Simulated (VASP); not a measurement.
# Sn (Im-3m) in VASP: further runs

The runs below take Sn through single point, with PBE.

Everything below comes from runs of VASP 6.6.1. Logs are shortened: lines on timing, memory, paths and dates and some standing lists are left out, and cuts for length are marked.

## 1. The cell of the first run

It takes space group Im-3m (No. 229, cubic). Conventional cell: a = 3.802 Å, b = 3.802 Å, c = 3.802 Å, α = 90.00°, β = 90.00°, γ = 90.00°. Within 4.3 Å of Sn (site symmetry m-3m) lie 14 Sn at 3.29 to 3.80 Å.

## 2. Single point, PBE, non-collinear spin, zero start, spin-orbit coupling

Input file INCAR:

```
ALGO = Normal ; EDIFF = 1E-6
ENCUT = 520 ; GGA = PE
GGA_COMPAT = False ; ISIF = 2
ISMEAR = 0 ; LASPH = True
LCHARG = False ; LNONCOLLINEAR = True
LORBIT = 11 ; LORBMOM = True
LREAL = False ; LSORBIT = True
LWAVE = False ; MAGMOM = 0 0 0
NBANDS = 25 ; NELM = 150
PREC = Accurate ; SIGMA = 0.05
```

Input file KPOINTS:

```
k-points
0
Gamma
  8 8 8
```

Input file POSCAR:

```
Sn
1.0
   -1.9009315874      1.9009315874      1.9009315874
    1.9009315874     -1.9009315874      1.9009315874
    1.9009315874      1.9009315874     -1.9009315874
Sn
1
Direct
    0.0000000000      0.0000000000      0.0000000000
```

Potentials or basis: VASP PAW PBE potentials, release 64 (Sn_d).

On the command line:

```sh
> cat potpaw_PBE.64/Sn_d/POTCAR > POTCAR
> mpirun -np 1 vasp_ncl > vasp.out
```

OUTCAR:

```text
EDIFF = 1E-6
   ENCUT = 520
   GGA = PE
   ISIF = 2
   ISMEAR = 0
   LASPH = True
   LNONCOLLINEAR = True
   LORBIT = 11
   LREAL = False
   LSORBIT = True
   NELM = 150
   PREC = Accurate

 ion  position               nearest neighbor table
   1  0.000  0.000  0.000-

  LATTYP: Found a body centered cubic cell.
 ALAT       =     3.8018631748

  Lattice vectors:

 A1 = (  -1.9009315874,   1.9009315874,   1.9009315874)
 A2 = (   1.9009315874,  -1.9009315874,   1.9009315874)
 A3 = (   1.9009315874,   1.9009315874,  -1.9009315874)

Analysis of symmetry for initial positions (statically):
=====================================================================
 Subroutine PRICEL returns:
 Original cell was already a primitive cell.

 Routine SETGRP: Setting up the symmetry group for a
 body centered cubic supercell.

 Subroutine GETGRP returns: Found 48 space group operations
 (whereof 48 operations were pure point group operations)
 out of a pool of 48 trial point group operations.

The static configuration has the point symmetry O_h .

Analysis of symmetry for dynamics (positions and initial velocities):
=====================================================================
 Subroutine PRICEL returns:
 Original cell was already a primitive cell.

 Routine SETGRP: Setting up the symmetry group for a
 body centered cubic supercell.

 Subroutine GETGRP returns: Found 48 space group operations
 (whereof 48 operations were pure point group operations)
 out of a pool of 48 trial point group operations.

The dynamic configuration has the point symmetry O_h .

Analysis of structural, dynamic, and magnetic symmetry:
=====================================================================
 Subroutine PRICEL returns:
 Original cell was already a primitive cell.

 Routine SETGRP: Setting up the symmetry group for a
 body centered cubic supercell.

 Subroutine GETGRP returns: Found 48 space group operations
 (whereof 48 operations were pure point group operations)
 out of a pool of 48 trial point group operations.

The overall configuration has the point symmetry O_h .

 Subroutine INISYM returns: Found 48 space group operations
 (whereof 48 operations are pure point group operations),
 and found     1 'primitive' translations

----------------------------------------------------------------------------------------

                                     Primitive cell

  volume of cell :      27.4764

  direct lattice vectors                    reciprocal lattice vectors
    -1.900931587  1.900931587  1.900931587     0.000000000  0.263028929  0.263028929
     1.900931587 -1.900931587  1.900931587     0.263028929  0.000000000  0.263028929
     1.900931587  1.900931587 -1.900931587     0.263028929  0.263028929  0.000000000

  length of vectors
     3.292510091  3.292510091  3.292510091     0.371979079  0.371979079  0.371979079

  position of ions in fractional coordinates (direct lattice)
     0.000000000  0.000000000  0.000000000

  ion indices of the primitive-cell ions
   primitive index   ion index
                 1           1

----------------------------------------------------------------------------------------

 KPOINTS: k-points

Automatic generation of k-mesh.
 Grid dimensions read from file:
 generate k-points for:    8    8    8

 Generating k-lattice:

  Cartesian coordinates                     Fractional coordinates (reciprocal lattice)
     0.000000000  0.032878616  0.032878616     0.125000000  0.000000000  0.000000000
     0.032878616  0.000000000  0.032878616     0.000000000  0.125000000  0.000000000
     0.032878616  0.032878616  0.000000000     0.000000000  0.000000000  0.125000000

  Length of vectors
     0.046497385  0.046497385  0.046497385

  Shift w.r.t. Gamma in fractional coordinates (k-lattice)
     0.000000000  0.000000000  0.000000000

 Subroutine IBZKPT returns following result:
 ===========================================

[... 37 lines left out ...]
 SYSTEM =  unknown system
   PREC   = accura    normal or accurate (medium, high low for compatibility)
   ISTART =      0    job   : 0-new  1-cont  2-samecut
   ICHARG =      2    charge: 1-file 2-atom 10-const
   ISPIN  =      1    spin polarized calculation?
   LNONCOLLINEAR =      T non collinear calculations
   LSORBIT =      T    spin-orbit coupling
   LASPH  =      T    aspherical Exc in radial PAW
   ENCUT  =  520.0 eV  38.22 Ry    6.18 a.u.   6.12  6.12  6.12*2*pi/ulx,y,z
   NELM   =    150;   NELMIN=  2; NELMDL= -5     # of ELM steps
   EDIFF  = 0.1E-05   stopping-criterion for ELM
   LREAL  =      F    real-space projection
   EDIFFG = 0.1E-04   stopping-criterion for IOM
   NSW    =      0    number of steps for IOM
   IBRION =     -1    ionic relax: 0-MD 1-quasi-New 2-CG
   NFREE  =      0    steps in history (QN), initial steepest desc. (CG)
   ISIF   =      2    stress and relaxation
   ISYM   =      2    0-nonsym 1-usesym 2-fastsym
   POTIM  = 0.5000    time-step for ionic-motion
   TEBEG  =    0.0;   TEEND  =   0.0 temperature during run
   PSTRESS=    0.0 pullay stress
   NELECT =      14.0000    total number of electrons
   NUPDOWN=      -1.0000    fix difference up-down
   EMIN   =  10.00;   EMAX   =-10.00  energy-range for DOS
   EFERMI =   0.00;   METHOD = LEGACY
   ISMEAR =     0;   SIGMA  =   0.05  broadening in eV -4-tet -1-fermi 0-gaus
   EFERMI_NEDOS =   21; number of points for ismear=-14 and -15
   IALGO  =     38    algorithm
   IMIX   =      4    mixing-type and parameters
     AMIX     =   0.40;   BMIX     =  1.00
     AMIX_MAG =   1.60;   BMIX_MAG =  1.00
  volume/ion in A,a.u.               =      27.48       185.42
  Fermi-wavevector in a.u.,A,eV,Ry     =   1.307568  2.470946 23.262352  1.709735
  Thomas-Fermi vector in A             =   2.438294
   LORBIT       =     11    0 simple, 1 ext, 2 COOP (PROOUT), +10 PAW based schemes
   GGA     = PE    functional components
   LHFCALC =     F    Hartree Fock is set to
   AEXX    =    0.0000 exact exchange contribution
   IVDW    =     0    specifies the selected vdW correction
   LEPSILON=     F    determine dielectric tensor
   LRPA    =     F    only Hartree local field effects (RPA)
 Gauss-broadening in eV      SIGMA  =   0.05
  energy-cutoff  :      520.00
  volume of cell :       27.48
 maximum number of plane-waves:      1498
   NGX = 13   NGY = 13   NGZ = 13

 number of electron      14.0000003 magnetization       0.0000000      0.0000000      0.0000000

 number of electron      14.0000003 magnetization      -0.0000000     -0.0000000     -0.0000000

 Free energy of the ion-electron system (eV)
  ---------------------------------------------------
  ext. energy  EPLUGINS =         0.00000000
  ---------------------------------------------------
  free energy    TOTEN  =        -3.81144703 eV

  energy without entropy =       -3.80844281  energy(sigma->0) =       -3.80994492

 E-fermi :   7.8480     XC(G=0): -10.3140

 val. band max:        7.8351771317   @ k =   0.2500   0.2500   0.0000
 cond. band min:       7.8654704966   @ k =   0.5000   0.5000   0.3750
 fundamental gap:      0.0302933649
 Fermi energy:         7.8479913317

 k-point     1 :       0.0000    0.0000    0.0000
  band No.  band energies     occupation
      1     -14.1491      1.00000
      2     -14.1491      1.00000
      3     -14.1491      1.00000
      4     -14.1491      1.00000
      5     -13.1687      1.00000
      6     -13.1687      1.00000
[... 661 lines left out ...]
     24      21.1211      0.00000
     25      21.8141      0.00000

 [... further k-points ...]
[... 5 lines left out ...]
  --------------------------------------------------------------------------------------
  -------------------------------------------------------------------------------------
  Total        0.1391810      0.1391810      0.1391810      0.0000000      0.0000000      0.0000000
  in kB        8.1157936      8.1157936      8.1157936      0.0000000      0.0000000      0.0000000
  external PRESSURE =       8.1157936 kB  Pullay stress =       0.0000000 kB

 VOLUME and BASIS-vectors are now :
 -----------------------------------------------------------------------------
  energy-cutoff  :      520.00
  volume of cell :       27.48
      direct lattice vectors                 reciprocal lattice vectors
    -1.900931587  1.900931587  1.900931587     0.000000000  0.263028929  0.263028929
     1.900931587 -1.900931587  1.900931587     0.263028929  0.000000000  0.263028929
     1.900931587  1.900931587 -1.900931587     0.263028929  0.263028929  0.000000000

 POSITION                                       TOTAL-FORCE (eV/Angst)
 -----------------------------------------------------------------------------------
      0.00000      0.00000      0.00000        -0.000000      0.000000      0.000000
 -----------------------------------------------------------------------------------
    total drift:                                0.000000      0.000000     -0.000000

  FREE ENERGIE OF THE ION-ELECTRON SYSTEM (eV)
  ---------------------------------------------------
  free  energy   TOTEN  =        -3.8114470276 eV

  energy  without entropy=       -3.8084428094  energy(sigma->0) =       -3.80994492

 orbital moment (x)

 # of ion     p       d       tot
 ----------------------------------------
  1         0.000   0.000   0.000
 ----------------------------------------
            0.000   0.000   0.000

 orbital moment (y)

 # of ion     p       d       tot
 ----------------------------------------
  1        -0.000  -0.000  -0.000
 ----------------------------------------
           -0.000  -0.000  -0.000

 orbital moment (z)

 # of ion     p       d       tot
 ----------------------------------------
  1         0.000   0.000   0.000
 ----------------------------------------
            0.000   0.000   0.000

 Spin-Orbit-Coupling matrix elements

 Ion:    1  E_soc:     -0.1095423
 l=   1
     0.0000000    -0.0121108    -0.0121108
    -0.0121108     0.0000000    -0.0121108
    -0.0121108    -0.0121108     0.0000000
 l=   2
     0.0000000    -0.0012266     0.0000000    -0.0012266    -0.0049196
    -0.0012266     0.0000000    -0.0036897    -0.0012266    -0.0012299
     0.0000000    -0.0036897     0.0000000    -0.0036897     0.0000000
    -0.0012266    -0.0012266    -0.0036897     0.0000000    -0.0012299
    -0.0049196    -0.0012299     0.0000000    -0.0012299     0.0000000
 l=   3
     0.0000000     0.0000000     0.0000000     0.0000000     0.0000000     0.0000000     0.0000000
     0.0000000     0.0000000     0.0000000     0.0000000     0.0000000     0.0000000     0.0000000
     0.0000000     0.0000000     0.0000000     0.0000000     0.0000000     0.0000000     0.0000000
     0.0000000     0.0000000     0.0000000     0.0000000     0.0000000     0.0000000     0.0000000
     0.0000000     0.0000000     0.0000000     0.0000000     0.0000000     0.0000000     0.0000000
     0.0000000     0.0000000     0.0000000     0.0000000     0.0000000     0.0000000     0.0000000
     0.0000000     0.0000000     0.0000000     0.0000000     0.0000000     0.0000000     0.0000000

 total charge

# of ion       s       p       d       tot
------------------------------------------
    1        1.298   0.880   9.971  12.148

 magnetization (x)

# of ion       s       p       d       tot
------------------------------------------
    1       -0.000   0.000   0.000  -0.000

 magnetization (y)

# of ion       s       p       d       tot
------------------------------------------
    1        0.000  -0.000  -0.000  -0.000

 magnetization (z)

# of ion       s       p       d       tot
------------------------------------------
    1        0.000  -0.000   0.000   0.000
```

Run time: 14 s. Hardware: 1 thread of Intel Xeon 6975P-C (Granite Rapids), shared host; peak memory 0.2 GiB.

Results:

```
Free energy                                           : -3.8114 eV
Pressure                                              : 0.8 GPa
Net moment                                            : 0.00 μB per cell
Valence electrons inside the program's atomic spheres : Sn 12.15
```

Moments on the atoms (μB; x, y, z):
```
Sn  0.00 0.00 0.00
```

[end of part 1 of 2]
